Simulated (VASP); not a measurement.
A run of VASP 6.6.1 is set up as follows.

File POSCAR:

```
LiF
1.0
    0.0000000000      2.0140000000      2.0140000000
    2.0140000000      0.0000000000      2.0140000000
    2.0140000000      2.0140000000      0.0000000000
Li F
1 1
Direct
    0.0351095721      0.0000000000      0.0000000000
    0.5000000000      0.5000000000      0.5000000000
```

INCAR.step1

```
PREC = Accurate
ENCUT = 520
ISMEAR = 0
SIGMA = 0.05
LREAL = F
LASPH = T
NELM = 100
NBANDS = 12
GGA = PE
ALGO = Normal
EDIFF = 1E-4
LWAVE = T
LCHARG = F
```

The input INCAR.step2:

```
PREC = Accurate
ENCUT = 520
EDIFF = 1E-7
ISMEAR = 0
SIGMA = 0.05
LREAL = F
LASPH = T
NELM = 100
ALGO = Normal
ISIF = 2
LWAVE = F
LCHARG = F
METAGGA = R2SCAN
LMIXTAU = T
NBANDS = 12
ISTART = 1
```

The input KPOINTS:

```
Automatic mesh
0
Gamma
  10 10 10
```

Potentials or basis: VASP PAW PBE potentials, release 64 (Li_sv, F).

Run with:

```sh
$ cat potpaw_PBE.64/Li_sv/POTCAR potpaw_PBE.64/F/POTCAR > POTCAR
$ cp INCAR.step1 INCAR
$ mpirun -np 1 vasp_std > vasp.out
$ cp INCAR.step2 INCAR
$ mpirun -np 1 vasp_std > vasp.out
```

(1) Estimate the largest force.

(2) Estimate the band gap on the k mesh.

Answers

(1) 0.173 eV/Å.

(2) 10.24 eV.

Caveat: the cell differs from its parent crystal (all Li atoms moved -0.100 Å, as atom 1 towards its neighbour atom 1 (Li) at 2.848 Å); the PAW data sets were made with another functional, which shifts forces and pressure a little.
